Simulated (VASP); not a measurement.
Ge:

```
Ge
1.0
     2.71047    0.00000    0.00000
     0.00000    2.71047    0.00000
     0.00000    0.00000    2.71047
Ge
1
Direct
  0.00000 0.00000 0.00000
```

| Item | Value |
| --- | --- |
| Program | VASP 6.6.1 |
| Task | relaxation of cell and atoms |
| Functional | PBE |
| Dispersion | D4 |
| Potentials or basis | VASP PAW PBE potentials, release 64 (Ge_d) |
| Cutoff | 600 eV |
| k mesh | 10 × 10 × 10 |
| Occupations | fermi-dirac, width 0.05 eV |
| Spin | no spin polarisation |

At the start: pressure -3.3 GPa; volume 19.91 Å³/atom.

**Question.** Where does the relaxation end?

**Answer.** Over 4 steps the energy falls by 9.3 meV/atom and the volume is 19.04 Å³/atom (-4.4 %); space group Pm-3m (No. 221, to 0.05 Å).

Step by step:
```
step  energy change (eV)  largest force (eV/Å)  pressure (GPa)  volume (Å³)
   1              0.0000                0.0000           -3.31        19.91
   2             -0.0085                0.0000            0.99        18.75
   3             -0.0093                0.0000            0.10        19.01
   4             -0.0093                0.0000           -0.08        19.04
```

Final structure:
```
Ge
1.0
     2.67023    0.00000    0.00000
     0.00000    2.67023    0.00000
     0.00000    0.00000    2.67023
Ge
1
Direct
  0.00000 0.00000 0.00000
```

Caveat: pairwise dispersion overbinds metals, which lowers pressure and volume.
